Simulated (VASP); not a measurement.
Set up this calculation in VASP 6.6.1, as the native input.

```
Task                               : single point
Functional                         : r2SCANh
Potentials or basis                : VASP PAW PBE potentials, release 64 (Zn)
Cutoff                             : 520 eV
k mesh                             : 6 × 6 × 6
Occupations                        : fermi-dirac, width 0.05 eV
Spin                               : no spin polarisation
Dipole correction                  : no
Grid for exact exchange (PRECFOCK) : Normal
Further INCAR settings             : ALGO = Normal; EDIFF = 1e-06; NBANDS = 12
Share of exact exchange            : 0.1
```

Crystal: Zn.

```
Zn
1.0
    -1.55851    1.55851    1.55851
     1.55851   -1.55851    1.55851
     1.55851    1.55851   -1.55851
Zn
1
Cartesian
  0.0000 0.0000 0.0000
```

This isn't the form of Zn at room conditions, which is hcp.

These files were run (other wordings do the same):

POSCAR

```
Zn
1.0
   -1.5585062330      1.5585062330      1.5585062330
    1.5585062330     -1.5585062330      1.5585062330
    1.5585062330      1.5585062330     -1.5585062330
Zn
1
Direct
    0.0000000000      0.0000000000      0.0000000000
```

INCAR.step1

```
SYSTEM = Zn
PREC = Accurate ; ENCUT = 520
EDIFF = 1E-5 ; ISMEAR = -1
SIGMA = 0.05 ; LREAL = .False.
LASPH = .True. ; NELM = 80
ALGO = Normal ; ISIF = 2
LWAVE = .True. ; LCHARG = .False.
NBANDS = 12 ; GGA = PE
```

INCAR.step2

```
SYSTEM = Zn
PREC = Accurate ; ENCUT = 520
EDIFF = 1E-6 ; ISMEAR = -1
SIGMA = 0.05 ; LREAL = .False.
LASPH = .True. ; NELM = 80
ALGO = Normal ; ISIF = 2
LWAVE = .False. ; LCHARG = .False.
METAGGA = R2SCAN ; LHFCALC = .True.
AEXX = 0.1 ; LMIXTAU = .True.
PRECFOCK = Normal ; NBANDS = 12
ISTART = 1
```

KPOINTS

```
Automatic mesh
0
Gamma
  6 6 6
  0 0 0
```

Potentials or basis: VASP PAW PBE potentials, release 64 (Zn).

The run is started by

```console
$ cat potpaw_PBE.64/Zn/POTCAR > POTCAR
$ cp INCAR.step1 INCAR
$ mpirun -np 1 vasp_std > vasp.out
$ cp INCAR.step2 INCAR
$ mpirun -np 1 vasp_std > vasp.out
```

It gave:

```
Pressure               : -1.8 GPa
Band gap on the k mesh : zero (bands 6 and 7 overlap by 5.92 eV)
```

Caveat: the k points lie up to 0.48 Å⁻¹ apart, too coarse for converged energies and pressures of a metal; the PAW data sets were made with another functional, which shifts forces and pressure a little.

It took 7.6 min on 1 thread of Intel(R) Xeon(R) Platinum 8259CL CPU @ 2.50GHz (Skylake/Cascade Lake), on a shared host, peak memory 0.14 GiB.
